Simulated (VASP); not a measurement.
# TaN (r.f) (Fm-3m) in VASP: single point with r2SCAN+rVV10

Aim: the single point of TaN (r.f) with r2SCAN+rVV10.

Program: VASP 6.6.1. These are calculated values, not measurements. Logs are shortened: lines on timing, memory, paths and dates and some standing lists are left out, and cuts for length are marked.

### 1 The cell of the first run

The structure is cubic, space group Fm-3m (No. 225). Conventional cell: a = 4.387 Å, b = 4.387 Å, c = 4.387 Å, α = 90.00°, β = 90.00°, γ = 90.00°. Ta (site symmetry m-3m) has 6 N at 2.19 Å within 2.9 Å. Within 2.9 Å of N (site symmetry m-3m) lie 6 Ta at 2.19 Å.

### 2 Single point, r2SCAN+rVV10

POSCAR

```
TaN
1.0
    0.0000000000      2.1934857705      2.1934857705
    2.1934857705      0.0000000000      2.1934857705
    2.1934857705      2.1934857705      0.0000000000
Ta N
1 1
Direct
    0.0000000000      0.0000000000      0.0000000000
    0.5000000000      0.5000000000      0.5000000000
```

INCAR.step1

```
SYSTEM = TaN
PREC = Accurate
ENCUT = 660
ISMEAR = 0
SIGMA = 0.1
LREAL = .False.
LASPH = .True.
NELM = 120
NBANDS = 15
GGA = PE
ALGO = Normal
EDIFF = 1E-5
LWAVE = .True.
LCHARG = .False.
GGA_COMPAT = .False.
```

INCAR.step2

```
SYSTEM = TaN
PREC = Accurate
ENCUT = 660
EDIFF = 1E-6
ISMEAR = 0
SIGMA = 0.1
LREAL = .False.
LASPH = .True.
NELM = 120
ALGO = Normal
ISIF = 2
LWAVE = .False.
LCHARG = .True.
METAGGA = R2SCAN
LMIXTAU = .True.
LUSE_VDW = .True.
IVDW_NL = 2
BPARAM = 11.95
CPARAM = 0.0093
LELF = .True.
LVHAR = .True.
NBANDS = 15
ISTART = 1
GGA_COMPAT = .False.
```

KPOINTS

```
regular mesh
0
Gamma
  16 16 16
  0 0 0
```

Potentials or basis: VASP PAW PBE potentials, release 64 (Ta_pv, N).

Started as:

```console
$ cat potpaw_PBE.64/Ta_pv/POTCAR potpaw_PBE.64/N/POTCAR > POTCAR
$ cp INCAR.step1 INCAR
$ mpirun -np 1 vasp_std > vasp.out
$ cp INCAR.step2 INCAR
$ mpirun -np 1 vasp_std > vasp.out
```

OUTCAR:

```text
SYSTEM = TaN
   PREC = Accurate
   ENCUT = 660
   EDIFF = 1E-6
   ISMEAR = 0
   LREAL = .False.
   LASPH = .True.
   NELM = 120
   ISIF = 2
   METAGGA = R2SCAN
   IVDW_NL = 2
   BPARAM = 11.95
   ISTART = 1

 ion  position               nearest neighbor table
   1  0.000  0.000  0.000-   2 2.19   2 2.19   2 2.19   2 2.19   2 2.19   2 2.19
   2  0.500  0.500  0.500-   1 2.19   1 2.19   1 2.19   1 2.19   1 2.19   1 2.19

  LATTYP: Found a face centered cubic cell.
 ALAT       =     4.3869715410

  Lattice vectors:

 A1 = (   0.0000000000,   2.1934857705,   2.1934857705)
 A2 = (   2.1934857705,   0.0000000000,   2.1934857705)
 A3 = (   2.1934857705,   2.1934857705,   0.0000000000)

Analysis of symmetry for initial positions (statically):
=====================================================================
 Subroutine PRICEL returns:
 Original cell was already a primitive cell.

 Routine SETGRP: Setting up the symmetry group for a
 face centered cubic supercell.

 Subroutine GETGRP returns: Found 48 space group operations
 (whereof 48 operations were pure point group operations)
 out of a pool of 48 trial point group operations.

The static configuration has the point symmetry O_h .

Analysis of symmetry for dynamics (positions and initial velocities):
=====================================================================
 Subroutine PRICEL returns:
 Original cell was already a primitive cell.

 Routine SETGRP: Setting up the symmetry group for a
 face centered cubic supercell.

 Subroutine GETGRP returns: Found 48 space group operations
 (whereof 48 operations were pure point group operations)
 out of a pool of 48 trial point group operations.

The dynamic configuration has the point symmetry O_h .

 Subroutine INISYM returns: Found 48 space group operations
 (whereof 48 operations are pure point group operations),
 and found     1 'primitive' translations

----------------------------------------------------------------------------------------

                                     Primitive cell

  volume of cell :      21.1074

  direct lattice vectors                    reciprocal lattice vectors
     0.000000000  2.193485771  2.193485771    -0.227947683  0.227947683  0.227947683
     2.193485771  0.000000000  2.193485771     0.227947683 -0.227947683  0.227947683
     2.193485771  2.193485771  0.000000000     0.227947683  0.227947683 -0.227947683

  length of vectors
     3.102057326  3.102057326  3.102057326     0.394816969  0.394816969  0.394816969

  position of ions in fractional coordinates (direct lattice)
     0.000000000  0.000000000  0.000000000
     0.500000000  0.500000000  0.500000000
[... 86 lines left out ...]
   TEBEG  =    0.0;   TEEND  =   0.0 temperature during run
   PSTRESS=    0.0 pullay stress
   NELECT =      16.0000    total number of electrons
   NUPDOWN=      -1.0000    fix difference up-down
   EMIN   =  10.00;   EMAX   =-10.00  energy-range for DOS
   EFERMI =   0.00;   METHOD = LEGACY
   ISMEAR =     0;   SIGMA  =   0.10  broadening in eV -4-tet -1-fermi 0-gaus
   EFERMI_NEDOS =   21; number of points for ismear=-14 and -15
   IALGO  =     38    algorithm
   IMIX   =      4    mixing-type and parameters
     AMIX     =   0.40;   BMIX     =  1.00
     AMIX_MAG =   1.60;   BMIX_MAG =  1.00
  volume/ion in A,a.u.               =      10.55        71.22
  Fermi-wavevector in a.u.,A,eV,Ry     =   1.492691  2.820778 30.315513  2.228127
  Thomas-Fermi vector in A             =   2.605187
   LORBIT       =      0    0 simple, 1 ext, 2 COOP (PROOUT), +10 PAW based schemes
   METAGGA = R2SCAN    functional components
   LHFCALC =     F    Hartree Fock is set to
   AEXX    =    0.0000 exact exchange contribution
   IVDW_NL    =     2    kernel type
   BPARAM     =11.9500
   IVDW    =     0    specifies the selected vdW correction
   LEPSILON=     F    determine dielectric tensor
   LRPA    =     F    only Hartree local field effects (RPA)
 non-spin polarized calculation
 Gauss-broadening in eV      SIGMA  =   0.10
  energy-cutoff  :      660.00
  volume of cell :       21.11
 maximum number of plane-waves:       869
 NGX is ok and might be reduce to    28
   NGX = 13   NGY = 13   NGZ = 13

 number of electron      16.0000000 magnetization

 Free energy of the ion-electron system (eV)
  ---------------------------------------------------
  ext. energy  EPLUGINS =         0.00000000
  ---------------------------------------------------
  free energy    TOTEN  =       -59.39989796 eV

  energy without entropy =      -59.39443765  energy(sigma->0) =      -59.39716780

 E-fermi :   9.6822     XC(G=0): -14.5273

 val. band max:        9.6686966928   @ k =  -0.3125   0.3750   0.1875
 cond. band min:       9.6823694349   @ k =  -0.3125   0.3125   0.1250
 fundamental gap:      0.0136727421
 Fermi energy:         9.6822041156

 k-point     1 :       0.0000    0.0000    0.0000
  band No.  band energies     occupation
      1     -27.4243      2.00000
      2     -27.4243      2.00000
      3     -27.4243      2.00000
      4     -10.3955      2.00000
      5       5.5205      2.00000
      6       5.5205      2.00000
      7       5.5205      2.00000
      8       7.4962      2.00000
      9       7.4962      2.00000
     10       7.4962      2.00000
     11       9.8234      0.04584
     12       9.8234      0.04583
     13      11.5151      0.00000
     14      19.2806      0.00000
[... 401 lines left out ...]
      2     -27.4475      2.00000
      3     -27.4262      2.00000
      4     -10.1402      2.00000
      5       4.2910      2.00000
      6       4.6207      2.00000
      7       4.9808      2.00000
      8       7.6775      2.00000
      9       7.8810      2.00000
     10       8.2228      2.00000
     11      10.2615      0.00000
     12      11.1349      0.00000
     13      12.3413      0.00000
     14      19.2808      0.00000
     15      20.4299      0.00000

 [... further k-points ...]
[... 5 lines left out ...]
  --------------------------------------------------------------------------------------
  -------------------------------------------------------------------------------------
  Total        0.3684683      0.3684683      0.3684683     -0.0000000      0.0000000      0.0000000
  in kB       27.9689523     27.9689523     27.9689523     -0.0000000      0.0000000      0.0000000
  external PRESSURE =      27.9689523 kB  Pullay stress =       0.0000000 kB

 VOLUME and BASIS-vectors are now :
 -----------------------------------------------------------------------------
  energy-cutoff  :      660.00
  volume of cell :       21.11
      direct lattice vectors                 reciprocal lattice vectors
     0.000000000  2.193485771  2.193485771    -0.227947683  0.227947683  0.227947683
     2.193485771  0.000000000  2.193485771     0.227947683 -0.227947683  0.227947683
     2.193485771  2.193485771  0.000000000     0.227947683  0.227947683 -0.227947683

 POSITION                                       TOTAL-FORCE (eV/Angst)
 -----------------------------------------------------------------------------------
      0.00000      0.00000      0.00000         0.000000      0.000000      0.000000
      2.19349      2.19349      2.19349        -0.000000     -0.000000     -0.000000
 -----------------------------------------------------------------------------------
    total drift:                                0.000000      0.000000      0.000000

  FREE ENERGIE OF THE ION-ELECTRON SYSTEM (eV)
  ---------------------------------------------------
  free  energy   TOTEN  =       -59.3998979582 eV

  energy  without entropy=      -59.3944376497  energy(sigma->0) =      -59.39716780
```

OUTCAR.step1:

```text
SYSTEM = TaN
   PREC = Accurate
   ENCUT = 660
   ISMEAR = 0
   LREAL = .False.
   LASPH = .True.
[... 654 lines left out ...]
      0.00000      0.00000      0.00000         0.000000      0.000000      0.000000
      2.19349      2.19349      2.19349         0.000000      0.000000     -0.000000
 -----------------------------------------------------------------------------------
    total drift:                                0.000000      0.000000      0.000000

  FREE ENERGIE OF THE ION-ELECTRON SYSTEM (eV)
  ---------------------------------------------------
  free  energy   TOTEN  =       -21.8187765988 eV

  energy  without entropy=      -21.8131142407  energy(sigma->0) =      -21.81594542
```

OSZICAR.step1:

```text
N       E                     dE             d eps       ncg     rms          rms(c)
DAV:   1     0.112299650389E+03    0.11230E+03   -0.99822E+03  4350   0.134E+03
DAV:   2    -0.211090506248E+02   -0.13341E+03   -0.12644E+03  5330   0.352E+02
DAV:   3    -0.248350734481E+02   -0.37260E+01   -0.36858E+01  5093   0.578E+01
DAV:   4    -0.248522466691E+02   -0.17173E-01   -0.17168E-01  5491   0.419E+00
DAV:   5    -0.248523589454E+02   -0.11228E-03   -0.11227E-03  5118   0.297E-01    0.244E+01
DAV:   6    -0.218950325351E+02    0.29573E+01   -0.54201E+00  5687   0.279E+01    0.100E+01
DAV:   7    -0.218522107601E+02    0.42822E-01   -0.65439E-01  4805   0.647E+00    0.704E+00
DAV:   8    -0.218279918924E+02    0.24219E-01   -0.15592E-01  5295   0.350E+00    0.188E+00
DAV:   9    -0.218188516371E+02    0.91403E-02   -0.24944E-02  5022   0.140E+00    0.353E-01
DAV:  10    -0.218188647752E+02   -0.13138E-04   -0.19428E-03  5043   0.470E-01    0.106E-01
DAV:  11    -0.218187774295E+02    0.87346E-04   -0.15429E-04  5113   0.152E-01    0.278E-02
DAV:  12    -0.218187765988E+02    0.83068E-06   -0.14601E-05  4204   0.354E-02
   1 F= -.21818777E+02 E0= -.21815945E+02  d E =-.566236E-02
```

Run time: 6.8 min. Hardware: 1 thread of Intel Xeon 8259CL, shared host; peak memory 0.32 GiB.

What came out:

| Item | Value |
| --- | --- |
| Free energy | -59.3999 eV |
| Pressure | 2.8 GPa |
| Band gap on the k mesh | zero (band 8 reaches 11.64 eV, above the bottom of band 9 at 7.50 eV) |

Caveat: the PAW data sets were made with another functional, which shifts forces and pressure a little; spin-orbit coupling is left out, which moves the levels of the heavy elements.
